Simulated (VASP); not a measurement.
# Al in VASP: further runs

Al is run at these levels: PBEsol; tasks: single point.

Everything below comes from runs of VASP 6.6.1. Logs are shortened: lines on timing, memory, paths and dates and some standing lists are left out, and cuts for length are marked.

### 1 The cell of the first run

The structure is hexagonal, space group P6_3/mmc (No. 194). The conventional cell has a = 2.808 Å, b = 2.808 Å, c = 9.124 Å, α = 90.00°, β = 90.00°, γ = 120.00°. Al (site symmetry -6m2) has 12 Al at 2.80 to 2.81 Å within 3.7 Å. Within 3.7 Å of Al (site symmetry -3m) lie 12 Al at 2.80 to 2.81 Å.

### 2 Single point, PBEsol (volume scaled by 0.98)

INCAR

```
SYSTEM = Al
PREC = Accurate
ENCUT = 520
EDIFF = 1E-7
ISMEAR = -1
SIGMA = 0.05
LREAL = .False.
LASPH = .True.
NELM = 60
ALGO = Normal
ISIF = 2
LWAVE = .False.
LCHARG = .False.
GGA = PS
NBANDS = 14
```

KPOINTS

```
Automatic mesh
0
Gamma
  11 11 3
  0 0 0
```

POSCAR

```
Al
1.0
    2.8081027812      0.0000000000      0.0000000000
   -1.4040513906      2.4318883449      0.0000000000
    0.0000000000      0.0000000000      9.1243402522
Al
4
Direct
    0.6666666667      0.3333333333      0.7500000000
    0.0000000000      0.0000000000      0.5000000000
    0.3333333333      0.6666666667      0.2500000000
    0.0000000000      0.0000000000      0.0000000000
```

Potentials or basis: VASP PAW PBE potentials, release 64 (Al).

The run is started by

```sh
$ cat potpaw_PBE.64/Al/POTCAR > POTCAR
$ mpirun -np 1 vasp_std > vasp.out
```

OUTCAR:

```text
SYSTEM = Al
   PREC = Accurate
   ENCUT = 520
   EDIFF = 1E-7
   ISMEAR = -1
   LREAL = .False.
   LASPH = .True.
   NELM = 60
   ISIF = 2
   GGA = PS

 ion  position               nearest neighbor table
   1  0.667  0.333  0.750-   2 2.80   4 2.80   2 2.80   4 2.80   2 2.80   4 2.80
   2  0.000  0.000  0.500-   1 2.80   3 2.80   3 2.80   1 2.80   1 2.80   3 2.80
   3  0.333  0.667  0.250-   2 2.80   4 2.80   2 2.80   4 2.80   2 2.80   4 2.80
   4  0.000  0.000  0.000-   1 2.80   3 2.80   3 2.80   1 2.80   1 2.80   3 2.80

  LATTYP: Found a hexagonal cell.
 ALAT       =     2.8081027812
 C/A-ratio  =     3.2492899880

  Lattice vectors:

 A1 = (   2.8081027812,   0.0000000000,   0.0000000000)
 A2 = (  -1.4040513906,   2.4318883449,   0.0000000000)
 A3 = (   0.0000000000,   0.0000000000,   9.1243402522)

Analysis of symmetry for initial positions (statically):
=====================================================================
 Subroutine PRICEL returns:
 Original cell was already a primitive cell.

 Routine SETGRP: Setting up the symmetry group for a
 hexagonal supercell.

 Subroutine GETGRP returns: Found 24 space group operations
 (whereof 12 operations were pure point group operations)
 out of a pool of 24 trial point group operations.

The static configuration has the point symmetry D_3d.
 The point group associated with its full space group is D_6h.

Analysis of symmetry for dynamics (positions and initial velocities):
=====================================================================
 Subroutine PRICEL returns:
 Original cell was already a primitive cell.

 Routine SETGRP: Setting up the symmetry group for a
 hexagonal supercell.

 Subroutine GETGRP returns: Found 24 space group operations
 (whereof 12 operations were pure point group operations)
 out of a pool of 24 trial point group operations.

The dynamic configuration has the point symmetry D_3d.
 The point group associated with its full space group is D_6h.

 Subroutine INISYM returns: Found 24 space group operations
 (whereof 12 operations are pure point group operations),
 and found     1 'primitive' translations

----------------------------------------------------------------------------------------

                                     Primitive cell

  volume of cell :      62.3101

  direct lattice vectors                    reciprocal lattice vectors
[... 96 lines left out ...]
   NFREE  =      0    steps in history (QN), initial steepest desc. (CG)
   ISIF   =      2    stress and relaxation
   ISYM   =      2    0-nonsym 1-usesym 2-fastsym
   POTIM  = 0.5000    time-step for ionic-motion
   TEBEG  =    0.0;   TEEND  =   0.0 temperature during run
   PSTRESS=    0.0 pullay stress
   NELECT =      12.0000    total number of electrons
   NUPDOWN=      -1.0000    fix difference up-down
   EMIN   =  10.00;   EMAX   =-10.00  energy-range for DOS
   EFERMI =   0.00;   METHOD = LEGACY
   ISMEAR =    -1;   SIGMA  =   0.05  broadening in eV -4-tet -1-fermi 0-gaus
   EFERMI_NEDOS =   21; number of points for ismear=-14 and -15
   IALGO  =     38    algorithm
   IMIX   =      4    mixing-type and parameters
     AMIX     =   0.40;   BMIX     =  1.00
     AMIX_MAG =   1.60;   BMIX_MAG =  1.00
  volume/ion in A,a.u.               =      15.58       105.12
  Fermi-wavevector in a.u.,A,eV,Ry     =   0.945401  1.786548 12.160647  0.893782
  Thomas-Fermi vector in A             =   2.073299
   LORBIT       =      0    0 simple, 1 ext, 2 COOP (PROOUT), +10 PAW based schemes
   GGA     = PS    functional components
   LHFCALC =     F    Hartree Fock is set to
   AEXX    =    0.0000 exact exchange contribution
   IVDW    =     0    specifies the selected vdW correction
   LEPSILON=     F    determine dielectric tensor
   LRPA    =     F    only Hartree local field effects (RPA)
 non-spin polarized calculation
  energy-cutoff  :      520.00
  volume of cell :       62.31
 maximum number of plane-waves:      1691
 NGX is ok and might be reduce to    24
   NGX = 11   NGY = 11   NGZ = 33

 number of electron      12.0000000 magnetization

 Free energy of the ion-electron system (eV)
  ---------------------------------------------------
  ext. energy  EPLUGINS =         0.00000000
  ---------------------------------------------------
  free energy    TOTEN  =       -16.32631929 eV

  energy without entropy =      -16.31294093  energy(sigma->0) =      -16.31963011

 E-fermi :   8.5755     XC(G=0): -10.4688

 val. band max:        8.5739005505   @ k =   0.2727   0.2727   0.0000
 cond. band min:       8.5755507990   @ k =   0.4545   0.0000   0.0000
 fundamental gap:      0.0016502485
 Fermi energy:         8.5754735438

 k-point     1 :       0.0000    0.0000    0.0000
  band No.  band energies     occupation
      1      -2.9723      2.00000
      2      -1.2069      2.00000
      3      -1.2066      2.00000
      4       3.7668      2.00000
      5       4.1691      2.00000
      6      12.2072      0.00000
      7      12.2208      0.00000
      8      19.5792      0.00000
      9      19.5792      0.00000
     10      19.7118      0.00000
     11      19.7118      0.00000
     12      20.6597      0.00000
     13      20.6609      0.00000
     14      20.8162      0.00000
[... 377 lines left out ...]
      1      -1.3379      2.00000
      2      -0.7540      2.00000
      3       1.5547      2.00000
      4       3.2558      2.00000
      5       7.7025      2.00000
      6      10.2818      0.00000
      7      11.8150      0.00000
      8      12.3159      0.00000
      9      13.7622      0.00000
     10      13.9582      0.00000
     11      14.7585      0.00000
     12      15.8853      0.00000
     13      16.3508      0.00000
     14      17.2752      0.00000

 [... further k-points ...]
[... 5 lines left out ...]
  --------------------------------------------------------------------------------------
  -------------------------------------------------------------------------------------
  Total        1.2425141      1.2425141      2.0479215      0.0000000      0.0000000      0.0000000
  in kB       31.9487443     31.9487443     52.6581726      0.0000000      0.0000000      0.0000000
  external PRESSURE =      38.8518871 kB  Pullay stress =       0.0000000 kB

 VOLUME and BASIS-vectors are now :
 -----------------------------------------------------------------------------
  energy-cutoff  :      520.00
  volume of cell :       62.31
      direct lattice vectors                 reciprocal lattice vectors
     2.808102781  0.000000000  0.000000000     0.356112321  0.205601545  0.000000000
    -1.404051391  2.431888345  0.000000000     0.000000000  0.411203089  0.000000000
     0.000000000  0.000000000  9.124340252     0.000000000  0.000000000  0.109596965

 POSITION                                       TOTAL-FORCE (eV/Angst)
 -----------------------------------------------------------------------------------
      1.40405      0.81063      6.84326        -0.000000      0.000000      0.000000
      0.00000      0.00000      4.56217        -0.000000      0.000000      0.000000
     -0.00000      1.62126      2.28109         0.000000      0.000000     -0.000000
      0.00000      0.00000      0.00000         0.000000      0.000000      0.000000
 -----------------------------------------------------------------------------------
    total drift:                               -0.000000      0.000000      0.000000

  FREE ENERGIE OF THE ION-ELECTRON SYSTEM (eV)
  ---------------------------------------------------
  free  energy   TOTEN  =       -16.3263192882 eV

  energy  without entropy=      -16.3129409331  energy(sigma->0) =      -16.31963011
```

OSZICAR:

```text
N       E                     dE             d eps       ncg     rms          rms(c)
DAV:   1     0.610840286453E+01    0.61084E+01   -0.42893E+03   904   0.670E+02
DAV:   2    -0.156594434775E+02   -0.21768E+02   -0.20057E+02  1164   0.904E+01
DAV:   3    -0.164407580991E+02   -0.78131E+00   -0.77127E+00  1194   0.139E+01
DAV:   4    -0.164462376865E+02   -0.54796E-02   -0.54788E-02  1124   0.142E+00
DAV:   5    -0.164462939780E+02   -0.56292E-04   -0.56291E-04  1172   0.152E-01    0.298E+00
DAV:   6    -0.163744984373E+02    0.71796E-01   -0.72799E-03  1032   0.427E-01    0.169E+00
DAV:   7    -0.163270745514E+02    0.47424E-01   -0.16683E-02  1022   0.621E-01    0.255E-01
DAV:   8    -0.163263250618E+02    0.74949E-03   -0.43576E-04  1272   0.105E-01    0.478E-02
DAV:   9    -0.163263209259E+02    0.41360E-05   -0.33482E-06  1134   0.105E-02    0.456E-03
DAV:  10    -0.163263198376E+02    0.10883E-05   -0.41695E-08   944   0.131E-03    0.274E-03
DAV:  11    -0.163263193184E+02    0.51914E-06   -0.98992E-09   752   0.617E-04    0.304E-04
DAV:  12    -0.163263192882E+02    0.30192E-07   -0.15000E-09   670   0.273E-04
   1 F= -.16326319E+02 E0= -.16319630E+02  d E =-.133784E-01
```

stdout:

```text
POSCAR found type information on POSCAR Al
 POSCAR found :  1 types and       4 ions
 scaLAPACK will be used
 -----------------------------------------------------------------------------
|                                                                             |
|                                                                             |
|     You enforced a specific xc type in the INCAR file but a different       |
|     I HOPE YOU KNOW WHAT YOU ARE DOING!                                     |
|                                                                             |
 -----------------------------------------------------------------------------

 LDA part: xc-table for (Slater+PW92), standard interpolation
 POSCAR, INCAR and KPOINTS ok, starting setup
 FFT: planning ... GRIDC
 FFT: planning ... GRID_SOFT
 FFT: planning ... GRID
 WAVECAR not read
 entering main loop
```

Run time: 10 s. Hardware: 1 thread of Intel Xeon 6975P-C (Granite Rapids), shared host; peak memory 0.18 GiB.

Results:

* Free energy: -16.3263 eV
* Pressure: 3.9 GPa
* Band gap on the k mesh: zero (band 6 reaches 12.61 eV, above the bottom of band 7 at 6.62 eV)

Stress tensor (GPa, compression positive):
```
3.19 0.00 0.00
0.00 3.19 0.00
0.00 0.00 5.27
```

Caveat: the PAW data sets were made with another functional, which shifts forces and pressure a little.

### 3 Single point, PBEsol (volume scaled by 1.02)

INCAR

```
SYSTEM = Al
PREC     = Accurate       ! precision mode
ENCUT    = 520            ! plane-wave cutoff, eV
EDIFF    = 1E-6           ! SCF threshold, eV
ISMEAR   = -1             ! smearing method
SIGMA    = 0.05           ! smearing width, eV
LREAL    = .FALSE.        ! projectors in reciprocal space
LASPH    = .TRUE.         ! aspherical terms in the spheres
NELM     = 80             ! most SCF steps
ALGO     = Normal         ! electronic algorithm
ISIF     = 2              ! what is computed and relaxed
LWAVE    = .FALSE.        ! write WAVECAR
LCHARG   = .FALSE.        ! write CHGCAR
GGA      = PS             ! functional
NBANDS   = 14             ! bands
```

KPOINTS

```
Automatic mesh
0
G
  11 11 3
  0 0 0
```

POSCAR

```
Al
1.0
    2.8457999342      0.0000000000      0.0000000000
   -1.4228999671      2.4645350371      0.0000000000
    0.0000000000      0.0000000000      9.2468292341
Al
4
Direct
    0.6666666667      0.3333333333      0.7500000000
    0.0000000000      0.0000000000      0.5000000000
    0.3333333333      0.6666666667      0.2500000000
    0.0000000000      0.0000000000      0.0000000000
```

Potentials or basis: VASP PAW PBE potentials, release 64 (Al).

The run is started by

```sh
$ cat potpaw_PBE.64/Al/POTCAR > POTCAR
$ mpirun -np 1 vasp_std > vasp.out
```

Wall time 9.4 s (1 thread of Intel Xeon 6975P-C (Granite Rapids), shared host); peak memory 0.18 GiB.

It converged, with:

- Free energy: -16.3590 eV
- Pressure: 0.3 GPa
- Band gap on the k mesh: zero (band 6 reaches 12.10 eV, above the bottom of band 7 at 6.20 eV)

Stress tensor (GPa, compression positive):
```
-0.30  0.00  0.00
 0.00 -0.30  0.00
 0.00  0.00  1.60
```

Levels at points of the mesh, in eV from the Fermi level:
| k point | band 2 | band 3 | band 4 | band 5 | band 6 | band 7 | band 8 | band 9 | band 10 | band 11 |
| --- | --- | --- | --- | --- | --- | --- | --- | --- | --- | --- |
| (0.00, 0.00, 0.00) | -9.54 | -9.53 | -4.64 | -4.34 | 3.56 | 3.57 | 10.70 | 10.70 | 10.88 | 10.88 |

Caveat: the PAW data sets were made with another functional, which shifts forces and pressure a little.

### 4 Single point, PBEsol (atoms moved at random)

INCAR

```
SYSTEM = Al
PREC = Accurate
ENCUT = 520
EDIFF = 1E-6
ISMEAR = -1
SIGMA = 0.05
LREAL = .False.
LASPH = .True.
NELM = 100
ALGO = Fast
ISIF = 2
LWAVE = .False.
LCHARG = .False.
GGA = PS
NBANDS = 14
```

KPOINTS

```
regular mesh
0
Gamma
  11 11 3
  0 0 0
```

POSCAR

```
Al
1.0
    2.8270770242      0.0000000000      0.0000000000
   -1.4135385121      2.4483205214      0.0000000000
    0.0000000000      0.0000000000      9.1859930700
Al
4
Direct
    0.6512710000      0.3181030000      0.7537220000
   -0.0068000000     -0.0034860000      0.4941930000
    0.3462790000      0.6774530000      0.2479860000
   -0.0057360000     -0.0001190000     -0.0007300000
```

The run is started by

```sh
$ cat potpaw_PBE.64/Al/POTCAR > POTCAR
$ mpirun -np 1 vasp_std > vasp.out
```

Run time: 50 s. Hardware: 1 thread of Intel Xeon 6975P-C (Granite Rapids), shared host; peak memory 0.26 GiB.

It converged, with:

```
Free energy            : -16.3330 eV
Pressure               : 2.2 GPa
Largest force          : 0.332 eV/Å
Band gap on the k mesh : zero (band 6 reaches 12.34 eV, above the bottom of band 7 at 6.40 eV)
```

Forces on the atoms (eV/Å):
```
Al   0.012  0.045 -0.328
Al   0.024  0.011  0.308
Al  -0.056 -0.049 -0.032
Al   0.020 -0.006  0.052
```

Stress tensor (GPa, compression positive):
```
 1.51  0.03  0.00
 0.03  1.42 -0.03
 0.00 -0.03  3.59
```

Levels at points of the mesh, in eV from the Fermi level:
```csv
k point,band 3,band 4,band 5,band 6,band 7,band 8,band 9,band 10
"(0.00, 0.00, 0.00)",-9.55,-4.72,-4.37,3.56,3.65,10.82,10.85,10.99
```

Caveat: the cell differs from its parent crystal (atoms moved at random); the PAW data sets were made with another functional, which shifts forces and pressure a little.

(Part 1 of 2 ends here.)
